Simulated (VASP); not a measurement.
Set up this calculation in VASP 6.6.1, as the native input.

```
Task                   : single point
Functional             : r2SCAN
Potentials or basis    : VASP PAW PBE potentials, release 64 (Se)
Cutoff                 : 520 eV
k mesh                 : 7 × 7 × 6
Occupations            : fermi-dirac, width 0.05 eV
Spin                   : no spin polarisation
Dipole correction      : no
Further INCAR settings : ALGO = Normal; EDIFF = 1e-06; NBANDS = 16
```

The system is Se.

```
Se
1.0
     4.27707    0.00000    0.00000
    -2.13853    3.70405    0.00000
     0.00000    0.00000    4.85248
Se
3
Direct
  0.77460 0.77460 0.00000
  0.00000 0.22540 0.66667
  0.22540 0.00000 0.33333
```

One way to write it, as run:

POSCAR

```
Se
1.0
    4.2770688679      0.0000000000      0.0000000000
   -2.1385344339      3.7040502933      0.0000000000
    0.0000000000      0.0000000000      4.8524777481
Se
3
Direct
    0.7746000000      0.7746000000      0.0000000000
    0.0000000000      0.2254000000      0.6666666667
    0.2254000000      0.0000000000      0.3333333333
```

INCAR.step1

```
SYSTEM = Se
  PREC = Accurate
  ENCUT = 520
  ISMEAR = -1
  SIGMA = 0.05
  LREAL = .FALSE.
  LASPH = .TRUE.
  NELM = 100
  NBANDS = 16
  GGA = PE
  ALGO = Normal
  EDIFF = 1E-4
  LWAVE = .TRUE.
  LCHARG = .FALSE.
```

INCAR.step2

```
SYSTEM = Se
  PREC = Accurate
  ENCUT = 520
  EDIFF = 1E-6
  ISMEAR = -1
  SIGMA = 0.05
  LREAL = .FALSE.
  LASPH = .TRUE.
  NELM = 100
  ALGO = Normal
  ISIF = 2
  LWAVE = .FALSE.
  LCHARG = .FALSE.
  METAGGA = R2SCAN
  LMIXTAU = .TRUE.
  NBANDS = 16
  ISTART = 1
```

KPOINTS

```
regular mesh
0
G
  7 7 6
  0 0 0
```

Potentials or basis: VASP PAW PBE potentials, release 64 (Se).

Run with:

```bash
$ cat potpaw_PBE.64/Se/POTCAR > POTCAR
$ cp INCAR.step1 INCAR
$ mpirun -np 1 vasp_std > vasp.out
$ cp INCAR.step2 INCAR
$ mpirun -np 1 vasp_std > vasp.out
```

It gave:

| Quantity | Value |
| --- | --- |
| Pressure | 5.7 GPa |
| Largest force | 0.735 eV/Å |
| Band gap on the k mesh | 1.40 eV, indirect (least direct gap 1.79 eV) |

Caveat: the PAW data sets were made with another functional, which shifts forces and pressure a little.

Run time: 56 s on 1 thread of Intel(R) Xeon(R) 6975P-C (Granite Rapids), on a shared host, peak memory 0.2 GiB.
